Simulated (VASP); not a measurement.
Write the native input for VASP 6.6.1 that does the following.

* Task: relaxation of cell and atoms
* Functional: PBEsol
* Potentials or basis: VASP PAW PBE potentials, release 64 (S)
* Cutoff: 600 eV
* k mesh: 6 × 6 × 4
* Occupations: gaussian, width 0.1 eV
* Spin: no spin polarisation
* Dipole correction: no
* Further INCAR settings: ALGO = Normal; EDIFF = 1e-06; IBRION = 2; EDIFFG = -0.04; NSW = 90; ISIF = 3

The structure of S lies in POSCAR:

```
S
1.0
    3.5033036618      0.0000000000      0.0000000000
   -1.7516518309      3.0339499682      0.0000000000
    0.0000000000      0.0000000000      5.6860473763
S
2
Direct
    0.3333333333      0.6666666667      0.2500000000
    0.6666666667      0.3333333333      0.7500000000
```

The input as run:

INCAR

```
SYSTEM = S
ALGO = Normal ; EDIFF = 1E-6
EDIFFG = -0.04 ; ENCUT = 600
GGA = PS ; IBRION = 2
ISIF = 3 ; ISMEAR = 0
LASPH = .TRUE. ; LCHARG = .FALSE.
LREAL = .FALSE. ; LWAVE = .FALSE.
NELM = 100 ; NSW = 90
PREC = Accurate ; SIGMA = 0.1
```

KPOINTS

```
k-points
0
G
  6 6 4
  0 0 0
```

Potentials or basis: VASP PAW PBE potentials, release 64 (S).

The run is started by

```bash
$ cat potpaw_PBE.64/S/POTCAR > POTCAR
$ mpirun -np 1 vasp_std > vasp.out
```

It gave:

```json
{
  "Relaxed volume": "15.57 Å³/atom",
  "Relaxed cell": "a = 3.168 Å, b = 3.168 Å, c = 3.582 Å, α = 90.00°, β = 90.00°, γ = 120.00°",
  "Space group after relaxing (to 0.05 Å)": "P6_3/mmc (No. 194)",
  "Energy gained by relaxing": "1656.5 meV/atom",
  "Ionic steps": "20",
  "Pressure after relaxing": "0.0 GPa",
  "Band gap on the k mesh": "zero (band 6 reaches 9.24 eV, above the bottom of band 7 at 6.24 eV)"
}
```

Caveat: the volume moved by over 15 % at a fixed basis, so the end points are rough; the PAW data sets were made with another functional, which shifts forces and pressure a little.

It took 120 s on 1 thread of Intel(R) Xeon(R) Platinum 8559C (Emerald Rapids), on a shared host, peak memory 0.19 GiB.
